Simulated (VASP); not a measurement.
Crystal: CaF2.

```
CELL_PARAMETERS angstrom
0.00000 2.73100 2.73100
2.73100 0.00000 2.73100
2.73100 2.73100 0.00000
ATOMIC_POSITIONS crystal
Ca 0.00000 0.00000 0.00000
F 0.25000 0.25000 0.25000
F 0.75000 0.75000 0.75000
```

Base run:

- Program: VASP 6.6.1
- Functional: r2SCAN
- Potentials or basis: VASP PAW PBE potentials, release 64 (Ca_sv, F)
- Cutoff: 660 eV
- k mesh: 6 × 6 × 6
- Occupations: gaussian, width 0.01 eV
- Spin: no spin polarisation

Its results: band gap on the k mesh 7.95 eV (least direct gap 8.21 eV); pressure -0.7 GPa.

Task: The run is repeated on the same cell with these changes: functional from r2SCAN to LDA; potentials or basis from VASP PAW PBE potentials, release 64 (Ca_sv, F) to VASP PAW LDA potentials, release 64 (Ca_sv, F); cutoff from 660 eV to 600 eV. What comes out?

Result: Band gap on the k mesh 6.91 eV (least direct gap 7.17 eV); pressure -6.2 GPa.

Caveats: the PAW data sets were made with another functional, which shifts forces and pressure a little (at least some runs); the cell stands under tension (at least some runs).

A k mesh can miss the band edges.
